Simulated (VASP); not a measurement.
Ca3Zr:

```
CELL_PARAMETERS angstrom
4.61987 0.00000 0.00000
0.00000 4.61987 0.00000
0.00000 0.00000 4.61987
ATOMIC_POSITIONS crystal
Ca 0.00000 0.50000 0.50000
Ca 0.50000 0.00000 0.50000
Ca 0.50000 0.50000 0.00000
Zr 0.00000 0.00000 0.00000
```

- Program: VASP 6.6.1
- Task: relaxation of cell and atoms
- Functional: PBE
- Potentials or basis: VASP PAW PBE potentials, release 64 (Ca_sv, Zr_sv)
- Cutoff: 600 eV
- k mesh: 4 × 4 × 4
- Occupations: gaussian, width 0.1 eV
- Spin: no spin polarisation

At the start: pressure 14.8 GPa; volume 24.65 Å³/atom.

Problem. How do energy, volume and symmetry change on relaxing?

Solution. Over 3 steps the energy falls by 347.2 meV/atom and the volume is 34.35 Å³/atom (+39.3 %); space group Pm-3m (No. 221, to 0.05 Å).

The path:
| step | energy change (eV) | largest force (eV/Å) | pressure (GPa) | volume (Å³) |
| --- | --- | --- | --- | --- |
| 1 | 0.0000 | 0.0000 | 14.84 | 98.60 |
| 2 | -1.3862 | 0.0000 | 0.39 | 134.90 |
| 3 | -1.3888 | 0.0000 | -0.07 | 137.39 |

Final structure:
```cif
data_structure
_symmetry_space_group_name_H-M 'P 1'
_symmetry_Int_Tables_number 1
_cell_length_a 5.1600
_cell_length_b 5.1600
_cell_length_c 5.1600
_cell_angle_alpha 90.000
_cell_angle_beta 90.000
_cell_angle_gamma 90.000
_cell_volume 137.39
loop_
_atom_site_label
_atom_site_type_symbol
_atom_site_fract_x
_atom_site_fract_y
_atom_site_fract_z
_atom_site_occupancy
Ca1 Ca 0.00000 0.50000 0.50000 1
Ca2 Ca 0.50000 0.00000 0.50000 1
Ca3 Ca 0.50000 0.50000 0.00000 1
Zr1 Zr 0.00000 0.00000 0.00000 1
```

Caveat: the volume moved by over 15 % at a fixed basis, so the end points are rough.
